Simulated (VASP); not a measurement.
A run of VASP 6.6.1 is set up as follows.

Contents of INCAR:

```
SYSTEM = Ag
PREC = Accurate
ENCUT = 520
EDIFF = 1E-6
ISMEAR = 1
SIGMA = 0.15
LREAL = .FALSE.
LASPH = .TRUE.
NELM = 150
ALGO = Fast
ISIF = 2
LWAVE = .FALSE.
LCHARG = .TRUE.
MAGMOM = 0 0 0
LORBIT = 11
LSORBIT = .TRUE.
GGA_COMPAT = .FALSE.
LORBMOM = .TRUE.
LMAXMIX = 4
GGA = PE
ALDAC = 0.0
AGGAC = 0.0
LVHAR = .TRUE.
NBANDS = 22
```

KPOINTS

```
Automatic mesh
0
G
  11 11 11
  0 0 0
```

The input POSCAR:

```
Ag
1.0
    0.0000000000      1.9088799020      1.9088799020
    1.9088799020      0.0000000000      1.9088799020
    1.9088799020      1.9088799020      0.0000000000
Ag
1
Direct
    0.0000000000      0.0000000000      0.0000000000
```

Potentials or basis: VASP PAW PBE potentials, release 64 (Ag).

Launch:

```bash
$ cat potpaw_PBE.64/Ag/POTCAR > POTCAR
$ mpirun -np 1 vasp_ncl > vasp.out
```

(1) Estimate the pressure.

(2) Estimate the net moment.

## Answers

(1) 73.2 GPa.

(2) 0.00 μB per cell.

Caveat: the cell stands under pressure.
